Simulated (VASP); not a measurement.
# ZrC (wurtzite type) (P6_3mc) in VASP: a series of runs

Runs on ZrC (wurtzite type). Level: PBE. Tasks: density of states, electric field gradients.

Program: VASP 6.6.1. These are calculated values, not measurements. Logs are shortened: lines on timing, memory, paths and dates and some standing lists are left out, and cuts for length are marked.

### 1 The cell of the first run

Symmetry: P6_3mc, No. 186, hexagonal system. Conventional cell: a = 3.888 Å, b = 3.888 Å, c = 4.714 Å, α = 90.00°, β = 90.00°, γ = 120.00°. Within 3.0 Å of Zr (site symmetry 3m) lie 5 C at 2.25 to 2.40 Å. Within 3.0 Å of C (site symmetry 3m) lie 5 Zr at 2.25 to 2.40 Å.

### 2 Density of states, PBE

POSCAR

```
ZrC
1.0
    3.8882351257      0.0000000000      0.0000000000
   -1.9441175628      3.3673103947      0.0000000000
    0.0000000000      0.0000000000      4.7139415727
Zr C
2 2
Direct
    0.3333333333      0.6666666667     -0.0578114213
    0.6666666667      0.3333333333      0.4421885787
    0.3333333333      0.6666666667      0.4338114213
    0.6666666667      0.3333333333      0.9338114213
```

INCAR.step1

```
SYSTEM = ZrC
  ALGO = Normal
  EDIFF = 1E-6
  ENCUT = 520
  GGA = PE
  ISIF = 2
  ISMEAR = -1
  LASPH = .True.
  LCHARG = .True.
  LMAXMIX = 4
  LREAL = .False.
  LWAVE = .False.
  NBANDS = 24
  NELM = 100
  PREC = Accurate
  SIGMA = 0.05
```

KPOINTS.step1

```
k-points
0
Gamma
  13 13 7
  0 0 0
```

INCAR.step2

```
SYSTEM = ZrC
  ALGO = Normal
  EDIFF = 1E-6
  ENCUT = 520
  GGA = PE
  ICHARG = 11
  ISIF = 2
  ISMEAR = -5
  LASPH = .True.
  LCHARG = .False.
  LMAXMIX = 4
  LORBIT = 11
  LREAL = .False.
  LWAVE = .False.
  NEDOS = 2001
  NELM = 100
  PREC = Accurate
  SIGMA = 0.05
```

KPOINTS.step2

```
k-points
0
Gamma
  20 20 11
  0 0 0
```

Potentials or basis: VASP PAW PBE potentials, release 64 (Zr_sv, C).

The run is started by

```
$ cat potpaw_PBE.64/Zr_sv/POTCAR potpaw_PBE.64/C/POTCAR > POTCAR
$ cp INCAR.step1 INCAR
$ cp KPOINTS.step1 KPOINTS
$ mpirun -np 1 vasp_std > vasp.out
$ cp INCAR.step2 INCAR
$ cp KPOINTS.step2 KPOINTS
$ mpirun -np 1 vasp_std > vasp.out
```

OUTCAR:

```text
SYSTEM = ZrC
   EDIFF = 1E-6
   ENCUT = 520
   GGA = PE
   ICHARG = 11
   ISIF = 2
   ISMEAR = -5
   LASPH = .True.
   LORBIT = 11
   LREAL = .False.
   NELM = 100
   PREC = Accurate

 ion  position               nearest neighbor table
   1  0.333  0.667  0.942-   4 2.25   4 2.25   4 2.25   3 2.32   3 2.40   2 3.25   2 3.25   2 3.25
                             2 3.25   2 3.25   2 3.25
   2  0.667  0.333  0.442-   3 2.25   3 2.25   3 2.25   4 2.32   4 2.40   1 3.25   1 3.25   1 3.25
                             1 3.25   1 3.25   1 3.25
   3  0.333  0.667  0.434-   2 2.25   2 2.25   2 2.25   1 2.32   1 2.40
   4  0.667  0.333  0.934-   1 2.25   1 2.25   1 2.25   2 2.32   2 2.40

  LATTYP: Found a hexagonal cell.
 ALAT       =     3.8882351257
 C/A-ratio  =     1.2123602149

  Lattice vectors:

 A1 = (   3.8882351257,   0.0000000000,   0.0000000000)
 A2 = (  -1.9441175628,   3.3673103947,   0.0000000000)
 A3 = (   0.0000000000,   0.0000000000,   4.7139415727)

Analysis of symmetry for initial positions (statically):
=====================================================================
 Subroutine PRICEL returns:
 Original cell was already a primitive cell.

 Routine SETGRP: Setting up the symmetry group for a
 hexagonal supercell.

 Subroutine GETGRP returns: Found 12 space group operations
 (whereof  6 operations were pure point group operations)
 out of a pool of 24 trial point group operations.

The static configuration has the point symmetry C_3v.
 The point group associated with its full space group is C_6v.

Analysis of symmetry for dynamics (positions and initial velocities):
=====================================================================
 Subroutine PRICEL returns:
 Original cell was already a primitive cell.

 Routine SETGRP: Setting up the symmetry group for a
 hexagonal supercell.

 Subroutine GETGRP returns: Found 12 space group operations
 (whereof  6 operations were pure point group operations)
 out of a pool of 24 trial point group operations.

The dynamic configuration has the point symmetry C_3v.
 The point group associated with its full space group is C_6v.

 Subroutine INISYM returns: Found 12 space group operations
 (whereof  6 operations are pure point group operations),
 and found     1 'primitive' translations

----------------------------------------------------------------------------------------

                                     Primitive cell

  volume of cell :      61.7191

  direct lattice vectors                    reciprocal lattice vectors
     3.888235126  0.000000000  0.000000000     0.257186093  0.148486460  0.000000000
    -1.944117563  3.367310395  0.000000000     0.000000000  0.296972920  0.000000000
     0.000000000  0.000000000  4.713941573     0.000000000  0.000000000  0.212136698

  length of vectors
     3.888235126  3.888235126  4.713941573     0.296972920  0.296972920  0.212136698

  position of ions in fractional coordinates (direct lattice)
     0.333333333  0.666666667  0.942188579
     0.666666667  0.333333333  0.442188579
     0.333333333  0.666666667  0.433811421
     0.666666667  0.333333333  0.933811421

  ion indices of the primitive-cell ions
   primitive index   ion index
                 1           1
                 2           2
                 3           3
                 4           4

----------------------------------------------------------------------------------------

 KPOINTS: k-points

Automatic generation of k-mesh.
 Grid dimensions read from file:
 generate k-points for:   20   20   11

 Generating k-lattice:

  Cartesian coordinates                     Fractional coordinates (reciprocal lattice)
     0.012859305  0.007424323  0.000000000     0.050000000 -0.000000000  0.000000000
     0.000000000  0.014848646  0.000000000     0.000000000  0.050000000  0.000000000
     0.000000000  0.000000000  0.019285154     0.000000000  0.000000000  0.090909091

  Length of vectors
     0.014848646  0.014848646  0.019285154

  Shift w.r.t. Gamma in fractional coordinates (k-lattice)
     0.000000000  0.000000000  0.000000000

 TETIRR: Found   4310 inequivalent tetrahedra from    26400

 Subroutine IBZKPT returns following result:
 ===========================================

 Found    264 irreducible k-points:

 Following reciprocal coordinates:
            Coordinates               Weight
  0.000000  0.000000  0.000000      1.000000
  0.050000 -0.000000  0.000000      6.000000
  0.100000 -0.000000  0.000000      6.000000
  0.150000 -0.000000  0.000000      6.000000
  0.200000 -0.000000  0.000000      6.000000
  0.250000 -0.000000  0.000000      6.000000
[... 16 lines left out ...]
  0.200000  0.100000  0.000000     12.000000
  0.250000  0.100000  0.000000     12.000000
 [... further k-points ...]
   k-points           NKPTS =    264   k-points in BZ     NKDIM =    264   number of bands    NBANDS=     20
   number of dos      NEDOS =   2001   number of ions     NIONS =      4
   total plane-waves  NPLWV =  32400
   dimension x,y,z NGX =    30 NGY =   30 NGZ =   36
   dimension x,y,z NGXF=    60 NGYF=   60 NGZF=   72
   ions per type =               2   2
   NGX,Y,Z   is equivalent  to a cutoff of  12.83, 12.83, 12.70 a.u.
   NGXF,Y,Z  is equivalent  to a cutoff of  25.65, 25.65, 25.39 a.u.
 SYSTEM =  ZrC
   PREC   = accura    normal or accurate (medium, high low for compatibility)
   ISTART =      0    job   : 0-new  1-cont  2-samecut
   ICHARG =     11    charge: 1-file 2-atom 10-const
   ISPIN  =      1    spin polarized calculation?
   LNONCOLLINEAR =      F non collinear calculations
   LSORBIT =      F    spin-orbit coupling
   LASPH  =      T    aspherical Exc in radial PAW
   ENCUT  =  520.0 eV  38.22 Ry    6.18 a.u.   7.23  7.23  8.76*2*pi/ulx,y,z
   NELM   =    100;   NELMIN=  2; NELMDL=  0     # of ELM steps
   EDIFF  = 0.1E-05   stopping-criterion for ELM
   LREAL  =      F    real-space projection
   EDIFFG = 0.1E-04   stopping-criterion for IOM
   NSW    =      0    number of steps for IOM
   IBRION =     -1    ionic relax: 0-MD 1-quasi-New 2-CG
   NFREE  =      0    steps in history (QN), initial steepest desc. (CG)
   ISIF   =      2    stress and relaxation
   ISYM   =      2    0-nonsym 1-usesym 2-fastsym
   POTIM  = 0.5000    time-step for ionic-motion
   TEBEG  =    0.0;   TEEND  =   0.0 temperature during run
   PSTRESS=    0.0 pullay stress
   NELECT =      32.0000    total number of electrons
   NUPDOWN=      -1.0000    fix difference up-down
   EMIN   =  10.00;   EMAX   =-10.00  energy-range for DOS
   EFERMI =   0.00;   METHOD = LEGACY
   ISMEAR =    -5;   SIGMA  =   0.05  broadening in eV -4-tet -1-fermi 0-gaus
   EFERMI_NEDOS =   21; number of points for ismear=-14 and -15
   IALGO  =     38    algorithm
   IMIX   =      4    mixing-type and parameters
     AMIX     =   0.40;   BMIX     =  1.00
     AMIX_MAG =   1.60;   BMIX_MAG =  1.00
  volume/ion in A,a.u.               =      15.43       104.13
  Fermi-wavevector in a.u.,A,eV,Ry     =   1.315179  2.485328 23.533940  1.729696
  Thomas-Fermi vector in A             =   2.445380
   LORBIT       =     11    0 simple, 1 ext, 2 COOP (PROOUT), +10 PAW based schemes
   GGA     = PE    functional components
   LHFCALC =     F    Hartree Fock is set to
   AEXX    =    0.0000 exact exchange contribution
   IVDW    =     0    specifies the selected vdW correction
   LEPSILON=     F    determine dielectric tensor
   LRPA    =     F    only Hartree local field effects (RPA)
 non-spin polarized calculation
 Fermi weights with tetrahedron method with Bloechl corrections
  energy-cutoff  :      520.00
  volume of cell :       61.72
 maximum number of plane-waves:      1683
 NGX is ok and might be reduce to    30

 number of electron      32.0000000 magnetization

 Free energy of the ion-electron system (eV)
  ---------------------------------------------------
  ext. energy  EPLUGINS =         0.00000000
  ---------------------------------------------------
  free energy    TOTEN  =       -37.87586135 eV

  energy without entropy =      -37.87586135  energy(sigma->0) =      -37.87586135

 E-fermi :   7.5159     XC(G=0): -11.0189

 val. band max:        7.5775552860   @ k =   0.1000   0.0500   0.0000
 cond. band min:       7.4478926612   @ k =   0.2500   0.1500   0.0000
 fundamental gap:     -0.1296626247
 Fermi energy:         7.5158746357

 k-point     1 :       0.0000    0.0000    0.0000
  band No.  band energies     occupation
      1     -40.6718      2.00000
      2     -40.5430      2.00000
      3     -19.0241      2.00000
      4     -18.8020      2.00000
      5     -18.8020      2.00000
      6     -18.5657      2.00000
[... 12 lines left out ...]
     19       9.7758      0.00000
     20      11.6317      0.00000

 k-point     2 :       0.0500   -0.0000    0.0000
  band No.  band energies     occupation
      1     -40.6709      2.00000
      2     -40.5434      2.00000
      3     -19.0201      2.00000
      4     -18.8056      2.00000
      5     -18.8044      2.00000
      6     -18.5710      2.00000
[... 12 lines left out ...]
     19       9.8725      0.00000
     20      11.6713      0.00000
[... 465 lines left out ...]
      3     -18.9209      2.00000
      4     -18.8763      2.00000
      5     -18.8596      2.00000
      6     -18.6774      2.00000
[... 12 lines left out ...]
     19      10.8611      0.00000
     20      12.0150      0.00000

 k-point    24 :       0.2500    0.1000    0.0000
  band No.  band energies     occupation
      1     -40.6407      2.00000
      2     -40.5610      2.00000
      3     -18.9009      2.00000
      4     -18.8848      2.00000
      5     -18.8696      2.00000
      6     -18.7070      2.00000
[... 12 lines left out ...]
     19      10.5184      0.00000
     20      11.9830      0.00000

 [... further k-points ...]

------------------------ aborting loop because EDIFF is reached ----------------------------------------

  FORCE on cell =-STRESS in cart. coord.  units (eV):
  Direction    XX          YY          ZZ          XY          YZ          ZX
  --------------------------------------------------------------------------------------
  -------------------------------------------------------------------------------------
  Total        0.0831357      0.0831357      0.0458603      0.0000000      0.0000000      0.0000000
  in kB        2.1581325      2.1581325      1.1904956      0.0000000      0.0000000      0.0000000
  external PRESSURE =       1.8355869 kB  Pullay stress =       0.0000000 kB

 VOLUME and BASIS-vectors are now :
 -----------------------------------------------------------------------------
  energy-cutoff  :      520.00
  volume of cell :       61.72
      direct lattice vectors                 reciprocal lattice vectors
     3.888235126  0.000000000  0.000000000     0.257186093  0.148486460  0.000000000
    -1.944117563  3.367310395  0.000000000     0.000000000  0.296972920  0.000000000
     0.000000000  0.000000000  4.713941573     0.000000000  0.000000000  0.212136698

 POSITION                                       TOTAL-FORCE (eV/Angst)
 -----------------------------------------------------------------------------------
     -0.00000      2.24487      4.44142        -0.000000      0.000000     -0.008029
      1.94412      1.12244      2.08445        -0.000000      0.000000     -0.008029
     -0.00000      2.24487      2.04496         0.000000     -0.000000      0.008029
      1.94412      1.12244      4.40193         0.000000      0.000000      0.008029
 -----------------------------------------------------------------------------------
    total drift:                               -0.000000      0.000000      0.000782

  FREE ENERGIE OF THE ION-ELECTRON SYSTEM (eV)
  ---------------------------------------------------
  free  energy   TOTEN  =       -37.8758613486 eV

  energy  without entropy=      -37.8758613486  energy(sigma->0) =      -37.87586135

 total charge

# of ion       s       p       d       tot
------------------------------------------
    1        2.188   6.031   1.625   9.843
    2        2.188   6.031   1.625   9.843
    3        0.890   1.494   0.000   2.384
    4        0.890   1.494   0.000   2.384
--------------------------------------------------
tot          6.156  15.050   3.250  24.456
```

It took 6.2 min on 1 thread of Intel Xeon Platinum 8375C at 2.90GHz (Ice Lake), shared host; peak memory 0.39 GiB.

What came out:

```yaml
Valence_electrons_inside_the_program's_atomic_spheres: Zr 9.84; C 2.38
```

Caveat: tetrahedron occupations give inexact forces and stress in metals.

### 3 Electric field gradients, PBE

INCAR

```
SYSTEM = ZrC
PREC     = Accurate       ! precision mode
ENCUT    = 520            ! plane-wave cutoff, eV
EDIFF    = 1E-8           ! SCF threshold, eV
ISMEAR   = -1             ! smearing method
SIGMA    = 0.05           ! smearing width, eV
LREAL    = .FALSE.        ! projectors in reciprocal space
LASPH    = .TRUE.         ! aspherical terms in the spheres
NELM     = 100            ! most SCF steps
ALGO     = Normal         ! electronic algorithm
ISIF     = 2              ! what is computed and relaxed
LWAVE    = .FALSE.        ! write WAVECAR
LCHARG   = .FALSE.        ! write CHGCAR
GGA      = PE             ! functional
LEFG     = .TRUE.       
NBANDS   = 24             ! bands
```

KPOINTS

```
Automatic mesh
0
G
  13 13 7
  0 0 0
```

POSCAR is that of step 2.

Potentials or basis: VASP PAW PBE potentials, release 64 (Zr_sv, C).

The run is started by

```
$ cat potpaw_PBE.64/Zr_sv/POTCAR potpaw_PBE.64/C/POTCAR > POTCAR
$ mpirun -np 1 vasp_std > vasp.out
```

OUTCAR:

```text
SYSTEM = ZrC
   PREC = Accurate
   ENCUT = 520
   EDIFF = 1E-8
   ISMEAR = -1
   LREAL = .FALSE.
   LASPH = .TRUE.
   NELM = 100
   ISIF = 2
   GGA = PE

 ion  position               nearest neighbor table
   1  0.333  0.667  0.942-   4 2.25   4 2.25   4 2.25   3 2.32   3 2.40   2 3.25   2 3.25   2 3.25
                             2 3.25   2 3.25   2 3.25
   2  0.667  0.333  0.442-   3 2.25   3 2.25   3 2.25   4 2.32   4 2.40   1 3.25   1 3.25   1 3.25
                             1 3.25   1 3.25   1 3.25
   3  0.333  0.667  0.434-   2 2.25   2 2.25   2 2.25   1 2.32   1 2.40
   4  0.667  0.333  0.934-   1 2.25   1 2.25   1 2.25   2 2.32   2 2.40

  LATTYP: Found a hexagonal cell.
[... 883 lines left out ...]
---------------------------------------------------------------------
   1      40.093    40.092   -80.185    -0.000    -0.000     0.000
   2      40.093    40.092   -80.185    -0.000     0.000    -0.000
   3       1.299     1.299    -2.598    -0.000    -0.000     0.000
   4       1.299     1.299    -2.598    -0.000     0.000    -0.000
---------------------------------------------------------------------

 Electric field gradients after diagonalization (V/A^2)
 (convention: |V_zz| > |V_xx| > |V_yy|)
----------------------------------------------------------------------
 ion       V_xx      V_yy      V_zz     asymmetry (V_yy - V_xx)/ V_zz
----------------------------------------------------------------------
   1      40.093    40.092   -80.185       0.000
   2      40.093    40.092   -80.185       0.000
   3       1.299     1.299    -2.598       0.000
   4       1.299     1.299    -2.598       0.000
----------------------------------------------------------------------

           NMR quadrupolar parameters

 Cq : quadrupolar parameter    Cq=e*Q*V_zz/h
 eta: asymmetry parameters     (V_yy - V_xx)/ V_zz
 Q  : nuclear electric quadrupole moment in mb (millibarn)
----------------------------------------------------------------------
 ion       Cq(MHz)       eta       Q (mb)
----------------------------------------------------------------------
   1      -0.194       0.000       1.000
   2      -0.194       0.000       1.000
   3      -0.006       0.000       1.000
   4      -0.006       0.000       1.000
----------------------------------------------------------------------
```

OSZICAR:

```text
N       E                     dE             d eps       ncg     rms          rms(c)
DAV:   1     0.259902361100E+03    0.25990E+03   -0.16823E+04  4040   0.132E+03
DAV:   2    -0.236091237967E+02   -0.28351E+03   -0.26702E+03  4832   0.369E+02
DAV:   3    -0.450297558538E+02   -0.21421E+02   -0.21190E+02  7080   0.811E+01
DAV:   4    -0.461435154780E+02   -0.11138E+01   -0.11129E+01  5128   0.171E+01
DAV:   5    -0.461837937141E+02   -0.40278E-01   -0.40276E-01  6272   0.248E+00    0.287E+01
DAV:   6    -0.379752790334E+02    0.82085E+01   -0.41231E+01  4744   0.303E+01    0.970E+00
DAV:   7    -0.378798057417E+02    0.95473E-01   -0.28954E+00  6000   0.799E+00    0.716E+00
DAV:   8    -0.378882312585E+02   -0.84255E-02   -0.26472E-01  4768   0.318E+00    0.813E-01
DAV:   9    -0.378746382029E+02    0.13593E-01   -0.68610E-02  5544   0.108E+00    0.407E-01
DAV:  10    -0.378752545735E+02   -0.61637E-03   -0.46841E-03  4776   0.523E-01    0.138E-01
DAV:  11    -0.378753013801E+02   -0.46807E-04   -0.36691E-04  6120   0.130E-01    0.257E-02
DAV:  12    -0.378752943341E+02    0.70459E-05   -0.29936E-05  5080   0.426E-02    0.922E-03
DAV:  13    -0.378752948650E+02   -0.53088E-06   -0.24364E-06  5248   0.124E-02    0.190E-03
DAV:  14    -0.378752950369E+02   -0.17188E-06   -0.26802E-07  4976   0.313E-03    0.104E-03
DAV:  15    -0.378752950275E+02    0.93996E-08   -0.18960E-08  4096   0.936E-04
   1 F= -.37875295E+02 E0= -.37873923E+02  d E =-.274487E-02
```

stdout:

```text
POSCAR found type information on POSCAR ZrC
 POSCAR found :  2 types and       4 ions
 scaLAPACK will be used
 LDA part: xc-table for (Slater+PW92), standard interpolation
 POSCAR, INCAR and KPOINTS ok, starting setup
 FFT: planning ... GRIDC
 FFT: planning ... GRID_SOFT
 FFT: planning ... GRID
 WAVECAR not read
 entering main loop
ion   1

ion   2

ion   3

ion   4
```

It took 2.9 min on 1 thread of Intel Xeon Platinum 8375C at 2.90GHz (Ice Lake), shared host; peak memory 0.24 GiB.

Results:

```yaml
Free_energy: -37.8753 eV
Pressure: 0.2 GPa
Band_gap_on_the_k_mesh: zero (band 16 reaches 8.52 eV, above the bottom of band 17 at 7.25 eV)
```

Electric field gradients, principal values (V/Å²):
| atom | least | middle | greatest (by size) |
| --- | --- | --- | --- |
| 1 Zr | 40.092 | 40.093 | -80.185 |
| 2 Zr | 40.092 | 40.093 | -80.185 |
| 3 C | 1.299 | 1.299 | -2.598 |
| 4 C | 1.299 | 1.299 | -2.598 |

Caveat: without QUAD_EFG the Cq values of the log hold for a quadrupole moment of 1 mb, not for the nuclei.

(Continued in part 2 of 2.)
